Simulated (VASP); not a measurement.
# Sc (Fm-3m) in VASP: further runs

Runs on Sc. Level: PBEsol. Tasks: single point.

Program: VASP 6.6.1. These are calculated values, not measurements. Logs are shortened: lines on timing, memory, paths and dates and some standing lists are left out, and cuts for length are marked.

## 1. The cell of the first run

It takes space group Fm-3m (No. 225, cubic). The conventional cell has a = 4.443 Å, b = 4.443 Å, c = 4.443 Å, α = 90.00°, β = 90.00°, γ = 90.00°. Sc (site symmetry m-3m) has 12 Sc at 3.14 Å within 4.1 Å.

## 2. Single point, PBEsol

The input, INCAR:

```
  PREC = Accurate
  ENCUT = 520
  EDIFF = 1E-6
  ISMEAR = 1
  SIGMA = 0.15
  LREAL = F
  LASPH = T
  NELM = 100
  ALGO = Normal
  ISIF = 2
  LWAVE = F
  LCHARG = F
  GGA = PS
  NBANDS = 12
```

The input, KPOINTS:

```
Automatic mesh
0
Gamma
  11 11 11
```

The input, POSCAR:

```
Sc
1.0
    0.0000000000      2.2216875138      2.2216875138
    2.2216875138      0.0000000000      2.2216875138
    2.2216875138      2.2216875138      0.0000000000
Sc
1
Direct
    0.0000000000      0.0000000000      0.0000000000
```

Potentials or basis: VASP PAW PBE potentials, release 64 (Sc_sv).

Run with:

```
> cat potpaw_PBE.64/Sc_sv/POTCAR > POTCAR
> mpirun -np 1 vasp_std > vasp.out
```

OUTCAR:

```text
PREC = Accurate
   ENCUT = 520
   EDIFF = 1E-6
   ISMEAR = 1
   LREAL = F
   LASPH = T
   NELM = 100
   ISIF = 2
   GGA = PS

 ion  position               nearest neighbor table
   1  0.000  0.000  0.000-

  LATTYP: Found a face centered cubic cell.
 ALAT       =     4.4433750276

  Lattice vectors:

 A1 = (   0.0000000000,   2.2216875138,   2.2216875138)
 A2 = (   2.2216875138,   0.0000000000,   2.2216875138)
 A3 = (   2.2216875138,   2.2216875138,   0.0000000000)

Analysis of symmetry for initial positions (statically):
=====================================================================
 Subroutine PRICEL returns:
 Original cell was already a primitive cell.

 Routine SETGRP: Setting up the symmetry group for a
 face centered cubic supercell.

 Subroutine GETGRP returns: Found 48 space group operations
 (whereof 48 operations were pure point group operations)
 out of a pool of 48 trial point group operations.

The static configuration has the point symmetry O_h .

Analysis of symmetry for dynamics (positions and initial velocities):
=====================================================================
 Subroutine PRICEL returns:
 Original cell was already a primitive cell.

 Routine SETGRP: Setting up the symmetry group for a
 face centered cubic supercell.

 Subroutine GETGRP returns: Found 48 space group operations
 (whereof 48 operations were pure point group operations)
 out of a pool of 48 trial point group operations.

The dynamic configuration has the point symmetry O_h .

 Subroutine INISYM returns: Found 48 space group operations
 (whereof 48 operations are pure point group operations),
 and found     1 'primitive' translations

----------------------------------------------------------------------------------------

                                     Primitive cell

  volume of cell :      21.9320

  direct lattice vectors                    reciprocal lattice vectors
     0.000000000  2.221687514  2.221687514    -0.225054152  0.225054152  0.225054152
     2.221687514  0.000000000  2.221687514     0.225054152 -0.225054152  0.225054152
     2.221687514  2.221687514  0.000000000     0.225054152  0.225054152 -0.225054152

  length of vectors
     3.141940613  3.141940613  3.141940613     0.389805226  0.389805226  0.389805226

  position of ions in fractional coordinates (direct lattice)
[... 82 lines left out ...]
   NFREE  =      0    steps in history (QN), initial steepest desc. (CG)
   ISIF   =      2    stress and relaxation
   ISYM   =      2    0-nonsym 1-usesym 2-fastsym
   POTIM  = 0.5000    time-step for ionic-motion
   TEBEG  =    0.0;   TEEND  =   0.0 temperature during run
   PSTRESS=    0.0 pullay stress
   NELECT =      11.0000    total number of electrons
   NUPDOWN=      -1.0000    fix difference up-down
   EMIN   =  10.00;   EMAX   =-10.00  energy-range for DOS
   EFERMI =   0.00;   METHOD = LEGACY
   ISMEAR =     1;   SIGMA  =   0.15  broadening in eV -4-tet -1-fermi 0-gaus
   EFERMI_NEDOS =   21; number of points for ismear=-14 and -15
   IALGO  =     38    algorithm
   IMIX   =      4    mixing-type and parameters
     AMIX     =   0.40;   BMIX     =  1.00
     AMIX_MAG =   1.60;   BMIX_MAG =  1.00
  volume/ion in A,a.u.               =      21.93       148.00
  Fermi-wavevector in a.u.,A,eV,Ry     =   1.300707  2.457979 23.018857  1.691838
  Thomas-Fermi vector in A             =   2.431888
   LORBIT       =      0    0 simple, 1 ext, 2 COOP (PROOUT), +10 PAW based schemes
   GGA     = PS    functional components
   LHFCALC =     F    Hartree Fock is set to
   AEXX    =    0.0000 exact exchange contribution
   IVDW    =     0    specifies the selected vdW correction
   LEPSILON=     F    determine dielectric tensor
   LRPA    =     F    only Hartree local field effects (RPA)
 non-spin polarized calculation
 Methfessel and Paxton  Order N= 1 SIGMA  =   0.15
  energy-cutoff  :      520.00
  volume of cell :       21.93
 maximum number of plane-waves:       609
   NGX = 11   NGY = 11   NGZ = 11

 number of electron      11.0000003 magnetization

 Free energy of the ion-electron system (eV)
  ---------------------------------------------------
  ext. energy  EPLUGINS =         0.00000000
  ---------------------------------------------------
  free energy    TOTEN  =        -6.53681485 eV

  energy without entropy =       -6.53596559  energy(sigma->0) =       -6.53653176

 E-fermi :   4.3433     XC(G=0): -10.4740

 val. band max:        4.3084324969   @ k =  -0.4545   0.3636   0.1818
 cond. band min:       4.3548631572   @ k =  -0.2727   0.4545   0.1818
 fundamental gap:      0.0464306603
 Fermi energy:         4.3433164738

 k-point     1 :       0.0000    0.0000    0.0000
  band No.  band energies     occupation
      1     -44.5680      2.00000
      2     -22.9879      2.00000
      3     -22.9879      2.00000
      4     -22.9879      2.00000
      5      -1.0588      2.00000
      6       6.0806     -0.00000
      7       6.0806     -0.00000
      8       6.0806     -0.00000
      9       7.6959      0.00000
     10       7.6959      0.00000
     11      17.5197      0.00000
     12      21.3657      0.00000
[... 331 lines left out ...]
 k-point    24 :      -0.1818    0.1818    0.0000
  band No.  band energies     occupation
      1     -44.5019      2.00000
      2     -23.3179      2.00000
      3     -23.1230      2.00000
      4     -23.0257      2.00000
      5       1.1337      2.00000
      6       4.9271     -0.00000
      7       5.9131     -0.00000
      8       6.8953     -0.00000
      9       6.9416     -0.00000
     10       8.5576      0.00000
     11      16.1629      0.00000
     12      16.9072      0.00000

 [... further k-points ...]

------------------------ aborting loop because EDIFF is reached ----------------------------------------

  FORCE on cell =-STRESS in cart. coord.  units (eV):
  Direction    XX          YY          ZZ          XY          YZ          ZX
  --------------------------------------------------------------------------------------
  -------------------------------------------------------------------------------------
  Total        0.5983929      0.5983929      0.5983929     -0.0000000     -0.0000000      0.0000000
  in kB       43.7137526     43.7137526     43.7137526     -0.0000000     -0.0000000      0.0000000
  external PRESSURE =      43.7137526 kB  Pullay stress =       0.0000000 kB

 VOLUME and BASIS-vectors are now :
 -----------------------------------------------------------------------------
  energy-cutoff  :      520.00
  volume of cell :       21.93
      direct lattice vectors                 reciprocal lattice vectors
     0.000000000  2.221687514  2.221687514    -0.225054152  0.225054152  0.225054152
     2.221687514  0.000000000  2.221687514     0.225054152 -0.225054152  0.225054152
     2.221687514  2.221687514  0.000000000     0.225054152  0.225054152 -0.225054152

 POSITION                                       TOTAL-FORCE (eV/Angst)
 -----------------------------------------------------------------------------------
      0.00000      0.00000      0.00000         0.000000      0.000000      0.000000
 -----------------------------------------------------------------------------------
    total drift:                                0.000000      0.000000     -0.000000

  FREE ENERGIE OF THE ION-ELECTRON SYSTEM (eV)
  ---------------------------------------------------
  free  energy   TOTEN  =        -6.5368148466 eV

  energy  without entropy=       -6.5359655931  energy(sigma->0) =       -6.53653176
```

stdout:

```text
POSCAR found type information on POSCAR Sc
 POSCAR found :  1 types and       1 ions
 scaLAPACK will be used
 -----------------------------------------------------------------------------
|                                                                             |
|                                                                             |
|     You enforced a specific xc type in the INCAR file but a different       |
|     I HOPE YOU KNOW WHAT YOU ARE DOING!                                     |
|                                                                             |
 -----------------------------------------------------------------------------

 LDA part: xc-table for (Slater+PW92), standard interpolation
 POSCAR, INCAR and KPOINTS ok, starting setup
 FFT: planning ... GRIDC
 FFT: planning ... GRID_SOFT
 FFT: planning ... GRID
 WAVECAR not read
 entering main loop
```

Run time: 5.7 s. Hardware: 1 thread of Intel Xeon Platinum 8488C (Sapphire Rapids), shared host; peak memory 0.14 GiB.

Results:

- Free energy: -6.5368 eV
- Pressure: 4.4 GPa

Levels at points of the mesh, in eV from the Fermi level:
```csv
k point,band 2,band 3,band 4,band 5,band 6,band 7,band 8,band 9
"(0.00, 0.00, 0.00)",-27.33,-27.33,-27.33,-5.40,1.74,1.74,1.74,3.35
```

Caveat: the PAW data sets were made with another functional, which shifts forces and pressure a little.

## 3. Single point, PBEsol

This run uses another cell than the first one, of 22.62 Å³/atom, 1.032 times its volume.

The input, INCAR:

```
PREC = Accurate
ENCUT = 520
EDIFF = 1E-7
ISMEAR = 1
SIGMA = 0.15
LREAL = F
LASPH = T
NELM = 80
ALGO = Normal
ISIF = 2
LWAVE = F
LCHARG = F
GGA = PS
NBANDS = 12
```

KPOINTS is that of step 2.

The input, POSCAR:

```
Sc
1.0
    0.0000000000      2.2448317577      2.2448317577
    2.2448317577      0.0000000000      2.2448317577
    2.2448317577      2.2448317577      0.0000000000
Sc
1
Direct
    0.0000000000      0.0000000000      0.0000000000
```

Potentials or basis: VASP PAW PBE potentials, release 64 (Sc_sv).

Run with:

```
> cat potpaw_PBE.64/Sc_sv/POTCAR > POTCAR
> mpirun -np 1 vasp_std > vasp.out
```

OUTCAR:

```text
PREC = Accurate
   ENCUT = 520
   EDIFF = 1E-7
   ISMEAR = 1
   LREAL = F
   LASPH = T
   NELM = 80
   ISIF = 2
   GGA = PS

 ion  position               nearest neighbor table
   1  0.000  0.000  0.000-

  LATTYP: Found a face centered cubic cell.
 ALAT       =     4.4896635154

  Lattice vectors:

 A1 = (   0.0000000000,   2.2448317577,   2.2448317577)
 A2 = (   2.2448317577,   0.0000000000,   2.2448317577)
 A3 = (   2.2448317577,   2.2448317577,   0.0000000000)

Analysis of symmetry for initial positions (statically):
=====================================================================
 Subroutine PRICEL returns:
 Original cell was already a primitive cell.

 Routine SETGRP: Setting up the symmetry group for a
 face centered cubic supercell.

 Subroutine GETGRP returns: Found 48 space group operations
 (whereof 48 operations were pure point group operations)
 out of a pool of 48 trial point group operations.

The static configuration has the point symmetry O_h .

Analysis of symmetry for dynamics (positions and initial velocities):
[... 164 lines left out ...]
 k-point     1 :       0.0000    0.0000    0.0000
  band No.  band energies     occupation
      1     -44.8423      2.00000
      2     -23.2880      2.00000
      3     -23.2880      2.00000
      4     -23.2880      2.00000
      5      -1.2036      2.00000
      6       5.8449     -0.00000
      7       5.8449     -0.00000
      8       5.8449     -0.00000
      9       7.3953      0.00000
     10       7.3953      0.00000
     11      17.1482      0.00000
     12      20.8625      0.00000
[... 331 lines left out ...]
 k-point    24 :      -0.1818    0.1818    0.0000
  band No.  band energies     occupation
      1     -44.7843      2.00000
      2     -23.5854      2.00000
      3     -23.4102      2.00000
      4     -23.3225      2.00000
      5       0.9374      2.00000
      6       4.7281     -0.00000
      7       5.6855     -0.00000
      8       6.6312     -0.00000
      9       6.6736     -0.00000
     10       8.2194      0.00000
     11      15.6702      0.00000
     12      16.3608      0.00000

 [... further k-points ...]

------------------------ aborting loop because EDIFF is reached ----------------------------------------

  FORCE on cell =-STRESS in cart. coord.  units (eV):
  Direction    XX          YY          ZZ          XY          YZ          ZX
  --------------------------------------------------------------------------------------
  -------------------------------------------------------------------------------------
  Total        0.3334171      0.3334171      0.3334171      0.0000000     -0.0000000      0.0000000
  in kB       23.6111432     23.6111432     23.6111432      0.0000000     -0.0000000      0.0000000
  external PRESSURE =      23.6111432 kB  Pullay stress =       0.0000000 kB

 VOLUME and BASIS-vectors are now :
 -----------------------------------------------------------------------------
  energy-cutoff  :      520.00
  volume of cell :       22.62
      direct lattice vectors                 reciprocal lattice vectors
     0.000000000  2.244831758  2.244831758    -0.222733841  0.222733841  0.222733841
     2.244831758  0.000000000  2.244831758     0.222733841 -0.222733841  0.222733841
     2.244831758  2.244831758  0.000000000     0.222733841  0.222733841 -0.222733841

 POSITION                                       TOTAL-FORCE (eV/Angst)
 -----------------------------------------------------------------------------------
      0.00000      0.00000      0.00000         0.000000      0.000000      0.000000
 -----------------------------------------------------------------------------------
    total drift:                                0.000000      0.000000     -0.000000

  FREE ENERGIE OF THE ION-ELECTRON SYSTEM (eV)
  ---------------------------------------------------
  free  energy   TOTEN  =        -6.5516565612 eV

  energy  without entropy=       -6.5507820142  energy(sigma->0) =       -6.55136505
```

stdout:

```text
POSCAR found type information on POSCAR Sc
 POSCAR found :  1 types and       1 ions
 scaLAPACK will be used
 -----------------------------------------------------------------------------
|                                                                             |
|                                                                             |
|     You enforced a specific xc type in the INCAR file but a different       |
|     I HOPE YOU KNOW WHAT YOU ARE DOING!                                     |
|                                                                             |
 -----------------------------------------------------------------------------

 LDA part: xc-table for (Slater+PW92), standard interpolation
 POSCAR, INCAR and KPOINTS ok, starting setup
 FFT: planning ... GRIDC
 FFT: planning ... GRID_SOFT
 FFT: planning ... GRID
 WAVECAR not read
 entering main loop
```

Run time: 6.1 s. Hardware: 1 thread of Intel Xeon Platinum 8488C (Sapphire Rapids), shared host; peak memory 0.14 GiB.

Results:

| Property | Result |
| --- | --- |
| Free energy | -6.5517 eV |
| Pressure | 2.4 GPa |

Caveat: the PAW data sets were made with another functional, which shifts forces and pressure a little.

## 4. Single point, PBEsol

This run uses another cell than the first one, of 23.32 Å³/atom, 1.063 times its volume.

The input, INCAR:

```
SYSTEM = Sc
PREC = Accurate
ENCUT = 520
EDIFF = 1E-7
ISMEAR = 1
SIGMA = 0.15
LREAL = .False.
LASPH = .True.
NELM = 80
ALGO = Normal
ISIF = 2
LWAVE = .False.
LCHARG = .False.
GGA = PS
NBANDS = 12
```

The input, KPOINTS:

```
Automatic mesh
0
Gamma
  11 11 11
  0 0 0
```

The input, POSCAR:

```
Sc
1.0
    0.0000000000      2.2675083608      2.2675083608
    2.2675083608      0.0000000000      2.2675083608
    2.2675083608      2.2675083608      0.0000000000
Sc
1
Direct
    0.0000000000      0.0000000000      0.0000000000
```

Run with:

```
> cat potpaw_PBE.64/Sc_sv/POTCAR > POTCAR
> mpirun -np 1 vasp_std > vasp.out
```

Wall time 6.3 s (1 thread of Intel Xeon Platinum 8488C (Sapphire Rapids), shared host); peak memory 0.14 GiB.

The run converged. Its results:

| Quantity | Value |
| --- | --- |
| Free energy | -6.5583 eV |
| Pressure | 0.6 GPa |

Levels at points of the mesh, in eV from the Fermi level:
```tsv
k point	band 3	band 4	band 5	band 6	band 7	band 8
(0.00, 0.00, 0.00)	-27.53	-27.53	-5.30	1.66	1.66	1.66
```

Caveat: the PAW data sets were made with another functional, which shifts forces and pressure a little.

## 5. Single point, PBEsol

This run uses another cell than the first one, of 24.01 Å³/atom, 1.095 times its volume.

The input, INCAR:

```
SYSTEM = Sc
ALGO = Normal
EDIFF = 1E-7
ENCUT = 520
GGA = PS
ISIF = 2
ISMEAR = 1
LASPH = .TRUE.
LCHARG = .FALSE.
LREAL = .FALSE.
LWAVE = .FALSE.
NBANDS = 12
NELM = 100
PREC = Accurate
SIGMA = 0.15
```

The input, KPOINTS:

```
k-points
0
G
  11 11 11
  0 0 0
```

The input, POSCAR:

```
Sc
1.0
    0.0000000000      2.2897402526      2.2897402526
    2.2897402526      0.0000000000      2.2897402526
    2.2897402526      2.2897402526      0.0000000000
Sc
1
Direct
    0.0000000000      0.0000000000      0.0000000000
```

Run with:

```
> cat potpaw_PBE.64/Sc_sv/POTCAR > POTCAR
> mpirun -np 1 vasp_std > vasp.out
```

Wall time 6.6 s (1 thread of Intel Xeon Platinum 8488C (Sapphire Rapids), shared host); peak memory 0.14 GiB.

The run converged. Its results:

```
Free energy : -6.5576 eV
Pressure    : -1.0 GPa
```

Levels at points of the mesh, in eV from the Fermi level:
```tsv
k point	band 3	band 4	band 5	band 6	band 7	band 8
(0.00, 0.00, 0.00)	-27.63	-27.63	-5.24	1.62	1.62	1.62
```

Caveat: the PAW data sets were made with another functional, which shifts forces and pressure a little.

## 6. Single point, PBEsol

This run uses another cell than the first one, of 24.70 Å³/atom, 1.126 times its volume.

The input, INCAR:

```
SYSTEM = Sc
PREC = Accurate
ENCUT = 520
EDIFF = 1E-6
ISMEAR = 1
SIGMA = 0.15
LREAL = .False.
LASPH = .True.
NELM = 80
ALGO = Normal
ISIF = 2
LWAVE = .False.
LCHARG = .True.
GGA = PS
LELF = .True.
LVHAR = .True.
NBANDS = 12
```

The input, KPOINTS:

```
Automatic mesh
0
Gamma
  11 11 11
  0 0 0
```

The input, POSCAR:

```
Sc
1.0
    0.0000000000      2.3115486152      2.3115486152
    2.3115486152      0.0000000000      2.3115486152
    2.3115486152      2.3115486152      0.0000000000
Sc
1
Direct
    0.0000000000      0.0000000000      0.0000000000
```

Potentials or basis: VASP PAW PBE potentials, release 64 (Sc_sv).

Run with:

```
> cat potpaw_PBE.64/Sc_sv/POTCAR > POTCAR
> mpirun -np 1 vasp_std > vasp.out
```

Wall time 6.6 s (1 thread of Intel Xeon Platinum 8488C (Sapphire Rapids), shared host); peak memory 0.14 GiB.

It converged, with:

```
Free energy : -6.5506 eV
Pressure    : -2.4 GPa
```

Levels at points of the mesh, in eV from the Fermi level:
| k point | band 2 | band 3 | band 4 | band 5 | band 6 | band 7 | band 8 | band 9 |
| --- | --- | --- | --- | --- | --- | --- | --- | --- |
| (0.00, 0.00, 0.00) | -27.73 | -27.73 | -27.73 | -5.19 | 1.58 | 1.58 | 1.58 | 2.96 |

Caveat: the PAW data sets were made with another functional, which shifts forces and pressure a little.

## 7. Overview

```csv
cell,gap on the mesh (eV),pressure (GPa)
"a = 3.142 Å, angles 60.0°, 1 atom",none,4.4
"a = 3.175 Å, angles 60.0°, 1 atom",none,2.4
"a = 3.207 Å, angles 60.0°, 1 atom",none,0.6
"a = 3.238 Å, angles 60.0°, 1 atom",none,-1.0
"a = 3.269 Å, angles 60.0°, 1 atom",none,-2.4
```

Alike in all rows: task single point; level PBEsol; potentials or basis VASP PAW PBE potentials, release 64 (Sc_sv); no spin polarisation; k mesh 11 × 11 × 11; cutoff (eV) 520; smearing methfessel-paxton 0.15 eV.

Caveats: the PAW data sets were made with another functional, which shifts forces and pressure a little.

Total energies depend on the potentials used, so only differences within one code and one set of settings carry meaning.
